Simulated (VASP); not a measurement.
# NaH (Pm-3m) in VASP: G0W0 quasiparticle levels with PBE

Aim: the G0W0 quasiparticle levels of NaH with PBE.

All numbers are computed with VASP 6.6.1; they aren't measurements. Logs are shortened: lines on timing, memory, paths and dates and some standing lists are left out, and cuts for length are marked.

### 1 The cell of the first run

The structure is cubic, space group Pm-3m (No. 221). Conventional cell: a = 2.932 Å, b = 2.932 Å, c = 2.932 Å, α = 90.00°, β = 90.00°, γ = 90.00°. Na (site symmetry m-3m) has 8 H at 2.54 Å and 6 Na at 2.93 Å within 3.4 Å. H (site symmetry m-3m) has 8 Na at 2.54 Å and 6 H at 2.93 Å within 3.4 Å.

### 2 G0W0 quasiparticle levels, PBE

Contents of POSCAR:

```
NaH
1.0
    2.9323912055      0.0000000000      0.0000000000
    0.0000000000      2.9323912055      0.0000000000
    0.0000000000      0.0000000000      2.9323912055
Na H
1 1
Direct
    0.0000000000      0.0000000000      0.0000000000
    0.5000000000      0.5000000000      0.5000000000
```

Contents of INCAR.step1:

```
SYSTEM = NaH
PREC = Accurate
ENCUT = 500
EDIFF = 1E-8
ISMEAR = 0
SIGMA = 0.01
LREAL = .False.
LASPH = .True.
NELM = 60
ALGO = Normal
LWAVE = .True.
LCHARG = .False.
GGA = PE
```

Contents of INCAR.step2:

```
SYSTEM = NaH
PREC = Accurate
ENCUT = 500
EDIFF = 1E-8
ISMEAR = 0
SIGMA = 0.01
LREAL = .False.
LASPH = .True.
NELM = 1
ALGO = Exact
LWAVE = .True.
LCHARG = .False.
GGA = PE
NBANDS = 273
LOPTICS = .True.
ISTART = 1
```

Contents of INCAR.step3:

```
SYSTEM = NaH
PREC = Accurate
ENCUT = 500
EDIFF = 1E-8
ISMEAR = 0
SIGMA = 0.01
LREAL = .False.
LASPH = .True.
ALGO = EVGW0
LWAVE = .False.
LCHARG = .False.
GGA = PE
NELMGW = 1
NBANDS = 273
ENCUTGW = 200
NOMEGA = 96
PRECFOCK = Fast
ISTART = 1
NBANDSGW = 13
OMEGAMAX = 20
```

Contents of KPOINTS:

```
Automatic mesh
0
Gamma
  6 6 6
  0 0 0
```

Potentials or basis: VASP PAW PBE potentials, release 64 (Na_sv_GW, H_GW).

The run is started by

```
> cat potpaw_PBE.64/Na_sv_GW/POTCAR potpaw_PBE.64/H_GW/POTCAR > POTCAR
> cp INCAR.step1 INCAR
> mpirun -np 1 vasp_std > vasp.out
> cp INCAR.step2 INCAR
> mpirun -np 1 vasp_std > vasp.out
> cp INCAR.step3 INCAR
> mpirun -np 1 vasp_std > vasp.out
```

OUTCAR:

```text
SYSTEM = NaH
   PREC = Accurate
   ENCUT = 500
   EDIFF = 1E-8
   ISMEAR = 0
   LREAL = .False.
   LASPH = .True.
   GGA = PE
   NELMGW = 1
   ENCUTGW = 200
   PRECFOCK = Fast
   ISTART = 1

 ion  position               nearest neighbor table
   1  0.000  0.000  0.000-
   2  0.500  0.500  0.500-

  LATTYP: Found a simple cubic cell.
 ALAT       =     2.9323912055

  Lattice vectors:

 A1 = (   2.9323912055,   0.0000000000,   0.0000000000)
 A2 = (   0.0000000000,   2.9323912055,   0.0000000000)
 A3 = (   0.0000000000,   0.0000000000,   2.9323912055)

Analysis of symmetry for initial positions (statically):
=====================================================================
 Subroutine PRICEL returns:
 Original cell was already a primitive cell.

 Routine SETGRP: Setting up the symmetry group for a
 simple cubic supercell.

 Subroutine GETGRP returns: Found 48 space group operations
 (whereof 48 operations were pure point group operations)
 out of a pool of 48 trial point group operations.

The static configuration has the point symmetry O_h .

Analysis of symmetry for dynamics (positions and initial velocities):
=====================================================================
 Subroutine PRICEL returns:
 Original cell was already a primitive cell.

 Routine SETGRP: Setting up the symmetry group for a
 simple cubic supercell.

 Subroutine GETGRP returns: Found 48 space group operations
 (whereof 48 operations were pure point group operations)
 out of a pool of 48 trial point group operations.

The dynamic configuration has the point symmetry O_h .

 Subroutine INISYM returns: Found 48 space group operations
 (whereof 48 operations are pure point group operations),
 and found     1 'primitive' translations

----------------------------------------------------------------------------------------

                                     Primitive cell

  volume of cell :      25.2154

  direct lattice vectors                    reciprocal lattice vectors
     2.932391206  0.000000000  0.000000000     0.341018619  0.000000000  0.000000000
     0.000000000  2.932391206  0.000000000     0.000000000  0.341018619  0.000000000
     0.000000000  0.000000000  2.932391206     0.000000000  0.000000000  0.341018619

  length of vectors
     2.932391206  2.932391206  2.932391206     0.341018619  0.341018619  0.341018619

  position of ions in fractional coordinates (direct lattice)
     0.000000000  0.000000000  0.000000000
     0.500000000  0.500000000  0.500000000

  ion indices of the primitive-cell ions
   primitive index   ion index
                 1           1
                 2           2

----------------------------------------------------------------------------------------

 KPOINTS: Automatic mesh

Automatic generation of k-mesh.
 Grid dimensions read from file:
 generate k-points for:    6    6    6

 Generating k-lattice:

  Cartesian coordinates                     Fractional coordinates (reciprocal lattice)
     0.056836437  0.000000000  0.000000000     0.166666667  0.000000000  0.000000000
     0.000000000  0.056836437  0.000000000     0.000000000  0.166666667  0.000000000
     0.000000000  0.000000000  0.056836437     0.000000000  0.000000000  0.166666667

  Length of vectors
     0.056836437  0.056836437  0.056836437

  Shift w.r.t. Gamma in fractional coordinates (k-lattice)
     0.000000000  0.000000000  0.000000000

 Subroutine IBZKPT returns following result:
 ===========================================

 Found     20 irreducible k-points:

 Following reciprocal coordinates:
            Coordinates               Weight
  0.000000  0.000000  0.000000      1.000000
  0.166667  0.000000  0.000000      6.000000
  0.333333  0.000000  0.000000      6.000000
  0.500000  0.000000  0.000000      3.000000
  0.166667  0.166667  0.000000     12.000000
  0.333333  0.166667  0.000000     24.000000
[... 12 lines left out ...]
  0.500000  0.500000  0.333333      6.000000
  0.500000  0.500000  0.500000      1.000000
   k-points           NKPTS =     20   k-points in BZ     NKDIM =    216   number of bands    NBANDS=    273
   number of dos      NEDOS =    301   number of ions     NIONS =      2
   total plane-waves  NPLWV =  13824
   dimension x,y,z NGX =    24 NGY =   24 NGZ =   24
   dimension x,y,z NGXF=    48 NGYF=   48 NGZF=   48
   ions per type =               1   1
   NGX,Y,Z   is equivalent  to a cutoff of  13.61, 13.61, 13.61 a.u.
   NGXF,Y,Z  is equivalent  to a cutoff of  27.21, 27.21, 27.21 a.u.
 SYSTEM =  NaH
   PREC   = accura    normal or accurate (medium, high low for compatibility)
   ISTART =      1    job   : 0-new  1-cont  2-samecut
   ICHARG =      0    charge: 1-file 2-atom 10-const
   ISPIN  =      1    spin polarized calculation?
   LNONCOLLINEAR =      F non collinear calculations
   LSORBIT =      F    spin-orbit coupling
   LASPH  =      T    aspherical Exc in radial PAW
   ENCUT  =  500.0 eV  36.75 Ry    6.06 a.u.   5.35  5.35  5.35*2*pi/ulx,y,z
   NELM   =     60;   NELMIN=  2; NELMDL=  0     # of ELM steps
   EDIFF  = 0.1E-07   stopping-criterion for ELM
   LREAL  =      F    real-space projection
   EDIFFG = 0.1E-06   stopping-criterion for IOM
   NSW    =      0    number of steps for IOM
   IBRION =     -1    ionic relax: 0-MD 1-quasi-New 2-CG
   NFREE  =      0    steps in history (QN), initial steepest desc. (CG)
   ISIF   =      0    stress and relaxation
   ISYM   =      3    0-nonsym 1-usesym 2-fastsym
   POTIM  = 0.5000    time-step for ionic-motion
   TEBEG  =    0.0;   TEEND  =   0.0 temperature during run
   PSTRESS=    0.0 pullay stress
   NELECT =      10.0000    total number of electrons
   NUPDOWN=      -1.0000    fix difference up-down
   EMIN   =  10.00;   EMAX   =-10.00  energy-range for DOS
   EFERMI =   0.00;   METHOD = LEGACY
   ISMEAR =     0;   SIGMA  =   0.01  broadening in eV -4-tet -1-fermi 0-gaus
   EFERMI_NEDOS =   21; number of points for ismear=-14 and -15
   IALGO  =     38    algorithm
   IMIX   =      4    mixing-type and parameters
     AMIX     =   0.40;   BMIX     =  1.00
     AMIX_MAG =   1.60;   BMIX_MAG =  1.00
  volume/ion in A,a.u.               =      12.61        85.08
  Fermi-wavevector in a.u.,A,eV,Ry     =   1.202780  2.272925 19.683278  1.446680
  Thomas-Fermi vector in A             =   2.338552
   LORBIT       =      0    0 simple, 1 ext, 2 COOP (PROOUT), +10 PAW based schemes
   GGA     = PE    functional components
   LHFCALC =     T    Hartree Fock is set to
   PRECFOCK=fast      Normal, Fast or Accurate (Low or Medium for compatibility)
   ENCUT4O =  -1.0   cutoff for four orbital integrals eV
   NKREDX  =     1    reduce k-point grid by
   NKREDY  =     1    reduce k-point grid by
   NKREDZ  =     1    reduce k-point grid by
   AEXX    =    1.0000 exact exchange contribution
   HFSCREEN=    0.0000 screening length (either q_TF or 0.3 A-1)
   HFSCREENC=   0.0000 screening length for correlation (either q_TF or 0.3 A-1)
   ENCUTFOCK=  -1.0 apply spherical cutoff to Coloumb kernel
   IVDW    =     0    specifies the selected vdW correction
   LEPSILON=     F    determine dielectric tensor
   LRPA    =     F    only Hartree local field effects (RPA)
   LRPAFORCE           =     F    calculate RPA forces
   ENCUTGW             = 200.0    cutoff for response function in eV
   ENCUTGWSOFT         = 160.0    soft cutoff for Coulomb kernel in GW response function in eV
   ENCUTLF             =  -1.0    cutoff for local field effects
   NELMGW              =     1    number of iterations in solving QP/BSE equation
   NELMHF              =     1    number of iterations in the inner HF iteration
   NKREDLFX            =     1    NKREDLFY  =   1   NKREDLFZ  =   1
 non-spin polarized calculation
 Gauss-broadening in eV      SIGMA  =   0.01
  energy-cutoff  :      500.00
  volume of cell :       25.22
 maximum number of plane-waves:       656
 NGX is ok and might be reduce to    24
  NGX = 12; NGY = 12; NGZ = 12
   NGX = 11   NGY = 11   NGZ = 11
 maximum number of plane-waves:       174

 QP shifts <psi_nk| G(iteration)W_0 |psi_nk>: iteration 1
 for sc-GW calculations column KS-energies equals QP-energies in previous step
 and V_xc(KS)=  KS-energies - (<T + V_ion + V_H > + <T+V_H+V_ion>^1  + <V_x>^1)

 k-point   1 :       0.0000    0.0000    0.0000
  band No.  KS-energies  QP-energies   sigma(KS)   V_xc(KS)     V^pw_x(r,r')   Z            occupation Imag(sigma)

      1     -51.3623     -59.1664     -39.7747     -29.2430     -49.1002       0.7410       2.0000       0.3773
      2     -23.2163     -28.0025     -34.9024     -28.4395     -41.4780       0.7406       2.0000       0.1010
      3     -23.2163     -28.0025     -34.9024     -28.4395     -41.4780       0.7406       2.0000       0.1010
      4     -23.2163     -28.0025     -34.9024     -28.4395     -41.4780       0.7406       2.0000       0.1010
      5      -4.6693      -6.0842     -11.1772      -9.0790     -14.1875       0.6743       2.0000       0.2882
      6      10.2243      11.0044     -10.2181     -11.3330      -5.2110       0.6997       0.0000      -0.2848
      7      12.4080      12.7046      -6.2310      -6.6247      -1.4158       0.7535       0.0000      -0.4841
      8      12.4080      12.7046      -6.2310      -6.6247      -1.4158       0.7535       0.0000      -0.4841
      9      14.0099      14.7204      -7.6347      -8.5674      -2.8852       0.7618       0.0000      -0.6442
     10      14.0099      14.7204      -7.6347      -8.5674      -2.8852       0.7618       0.0000      -0.6442
     11      14.0099      14.7204      -7.6347      -8.5674      -2.8852       0.7618       0.0000      -0.6442
     12      27.2628      28.2032      -6.9581      -8.1454      -1.8234       0.7920       0.0000      -1.1435
     13      27.2628      28.2032      -6.9581      -8.1454      -1.8234       0.7920       0.0000      -1.1435

 k-point   2 :       0.1667    0.0000    0.0000
  band No.  KS-energies  QP-energies   sigma(KS)   V_xc(KS)     V^pw_x(r,r')   Z            occupation Imag(sigma)

      1     -51.3587     -59.1730     -39.7804     -29.2489     -49.1067       0.7420       2.0000       0.3772
      2     -23.2649     -28.0303     -34.7941     -28.3323     -41.3607       0.7375       2.0000       0.1027
      3     -23.2126     -28.0006     -34.9091     -28.4486     -41.4852       0.7411       2.0000       0.1008
      4     -23.2126     -28.0006     -34.9091     -28.4486     -41.4852       0.7411       2.0000       0.1008
      5      -4.2343      -5.6718     -11.3193      -9.2146     -14.1275       0.6830       2.0000       0.2304
      6       7.7608       8.4714      -8.1455      -9.1027      -3.9815       0.7423       0.0000      -0.1233
      7      11.4176      12.0003      -8.6015      -9.4099      -3.6121       0.7208       0.0000      -0.4073
      8      12.8728      13.1683      -6.2359      -6.6272      -1.3951       0.7554       0.0000      -0.5272
      9      14.3381      15.0532      -7.5454      -8.4723      -2.7792       0.7715       0.0000      -0.6771
     10      14.3381      15.0532      -7.5454      -8.4723      -2.7792       0.7715       0.0000      -0.6771
     11      18.4986      19.1947      -7.1907      -8.0586      -2.1073       0.8021       0.0000      -1.1776
     12      24.3129      25.3997      -6.7478      -8.0488      -1.8493       0.8354       0.0000      -1.3938
     13      24.3129      25.3997      -6.7478      -8.0488      -1.8493       0.8354       0.0000      -1.3938
[... 276 lines left out ...]
      1     -51.3226     -59.2262     -39.8331     -29.3064     -49.1651       0.7508       2.0000       0.3750
      2     -23.3537     -28.0942     -34.6074     -28.1683     -41.1723       0.7362       2.0000       0.1018
      3     -23.3537     -28.0942     -34.6074     -28.1683     -41.1723       0.7362       2.0000       0.1018
      4     -23.3067     -28.0723     -34.7089     -28.2649     -41.2792       0.7395       2.0000       0.1009
      5       0.7696      -0.7060     -12.9301     -10.9786     -14.0575       0.7562       2.0000       0.0466
      6       7.1264       7.7929      -6.9948      -7.8490      -3.3050       0.7803       0.0000      -0.0874
      7       7.1264       7.7929      -6.9948      -7.8490      -3.3050       0.7803       0.0000      -0.0874
      8       9.7443      10.3623      -6.9218      -7.7343      -2.8254       0.7607       0.0000      -0.1734
      9       9.8762      10.5191      -7.5673      -8.4253      -3.0415       0.7492       0.0000      -0.2592
     10      12.6574      13.1917      -7.2002      -7.9087      -2.4855       0.7541       0.0000      -0.4633
     11      12.6574      13.1917      -7.2002      -7.9087      -2.4855       0.7541       0.0000      -0.4633
     12      19.1812      20.8152      -8.5284     -10.4513      -3.6098       0.8497       0.0000      -1.0812
     13      29.9963      32.5163      -7.0645      -9.4875      -2.1267       1.0400       0.0000      -2.8067

 k-point  20 :       0.5000    0.5000    0.5000
  band No.  KS-energies  QP-energies   sigma(KS)   V_xc(KS)     V^pw_x(r,r')   Z            occupation Imag(sigma)

      1     -51.3190     -59.2249     -39.8375     -29.3120     -49.1698       0.7511       2.0000       0.3747
      2     -23.3467     -28.0902     -34.6250     -28.1856     -41.1918       0.7366       2.0000       0.1012
      3     -23.3467     -28.0902     -34.6250     -28.1856     -41.1918       0.7366       2.0000       0.1012
      4     -23.3467     -28.0902     -34.6250     -28.1856     -41.1918       0.7366       2.0000       0.1012
      5       1.3553      -0.0859     -13.3183     -11.4230     -14.3065       0.7604       2.0000       0.0434
      6       8.2770       8.9028      -6.4349      -7.2413      -2.6458       0.7760       0.0000      -0.1017
      7       8.2770       8.9028      -6.4349      -7.2413      -2.6458       0.7760       0.0000      -0.1017
      8       8.2770       8.9028      -6.4349      -7.2413      -2.6458       0.7760       0.0000      -0.1017
      9      10.6196      11.2110      -7.7187      -8.5149      -3.1583       0.7427       0.0000      -0.3109
     10      10.6196      11.2110      -7.7187      -8.5149      -3.1583       0.7427       0.0000      -0.3109
     11      10.6196      11.2110      -7.7187      -8.5149      -3.1583       0.7427       0.0000      -0.3109
     12      17.8170      19.4880      -8.6224     -10.5180      -3.6516       0.8815       0.0000      -1.0440
     13      33.2535      35.6062      -6.9751      -9.7953      -2.0295       0.8342       0.0000      -3.2552
```

Wall time 11 min (1 thread of Intel Xeon Platinum 8488C (Sapphire Rapids), shared host); peak memory 1.1 GiB.

What came out:

| Property | Result |
| --- | --- |
| Quasiparticle gap | 3.14 eV |
| Least direct quasiparticle gap | 6.73 eV |
| Band gap of the starting levels on the mesh | 1.03 eV |
| Least direct gap of the starting levels on the mesh | 4.51 eV |

Caveat: bands, screening cutoff and mesh are small and nothing is extrapolated, so the quasiparticle values aren't converged; the structure was generated, so it needn't be the stable form of NaH.
